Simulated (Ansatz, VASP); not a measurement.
BN in VASP and in Ansatz

Contents of POSCAR:

```
BN
1.0
    0.0219286293      1.8048254535      1.8048254535
    1.8048254535      0.0219286293      1.8048254535
    1.8267540828      1.8267540828      0.0000000000
B N
1 1
Direct
    0.0001103318      0.0001103318     -0.0001103318
    0.2498896682      0.2498896682      0.2501103318
```

The input INCAR.step1:

```
SYSTEM = BN
ALGO = Normal
EDIFF = 1E-4
ENCUT = 520
GGA = PE
ISMEAR = 0
LASPH = .TRUE.
LCHARG = .FALSE.
LREAL = .FALSE.
LWAVE = .TRUE.
NBANDS = 11
NELM = 100
PREC = Accurate
SIGMA = 0.01
```

INCAR.step2

```
SYSTEM = BN
ALGO = Normal
EDIFF = 1E-6
ENCUT = 520
ISIF = 2
ISMEAR = 0
ISTART = 1
LASPH = .TRUE.
LCHARG = .FALSE.
LMIXTAU = .TRUE.
LREAL = .FALSE.
LWAVE = .FALSE.
METAGGA = R2SCAN
NBANDS = 11
NELM = 100
PREC = Accurate
SIGMA = 0.01
```

Contents of KPOINTS:

```
k-points
0
G
  12 12 12
  0 0 0
```

Input for Ansatz:

```yaml
crystal:
  lattice:
    - [0.0219286293, 1.8048254535, 1.8048254535]
    - [1.8048254535, 0.0219286293, 1.8048254535]
    - [1.8267540828, 1.8267540828, 0.0]
  atoms:
    - { symbol: B, position: [0.0001103318, 0.0001103318, -0.0001103318] }
    - { symbol: "N", position: [0.2498896682, 0.2498896682, 0.2501103318] }
kpoints:
  mp_grid: { grid: [12, 12, 12] }
  band_path:
    path:
      - [0.0, 0.0, 0.0]
      - [-0.5, -0.5, 0.0]
      - [-0.375, -0.375, 0.25]
      - [-0.375, 0.0, 0.375]
      - [0.0, 0.0, 0.5]
      - [-0.5, -0.25, 0.25]
    npoints: 1
hamiltonian:
  xc: r2scan
scf:
  occupations: { method: fixed }
  n_extra_bands: 4
output:
  forces: true
  stress: true
  eigenvalues: true
```

Change from the starting cell: shear_xy strain +2.4%.

Alike in both runs: task single point; functional r2SCAN; k mesh 12 × 12 × 12; no spin polarisation.

```csv
,VASP,Ansatz
version,VASP 6.6.1,Ansatz 0.2.0
potentials or method,"VASP PAW PBE potentials, release 64 (B, N)","plane waves, PAW"
plane-wave cutoff (eV),520,500
occupations,"gaussian, width 0.01 eV",fixed
valence electrons in the cell,8,8
```

|  | VASP | Ansatz | Ansatz less VASP |
| --- | --- | --- | --- |
| gap on the k mesh at the Fermi level (eV) | 4.88 | 4.91 | +0.021 |
| pressure (GPa) | 1.4 | 0.3 | -1.12 |
| traceless stress, the component that is largest in VASP (GPa) | -11.44 | -11.37 | +0.068 |
| rms of the force components (eV/Å) | 0.003 | 0.000 | -0.0032 |

VASP's potentials were made for PBE, not for r2SCAN. Atom by atom the forces differ by 0.003 eV/Å (rms over components).
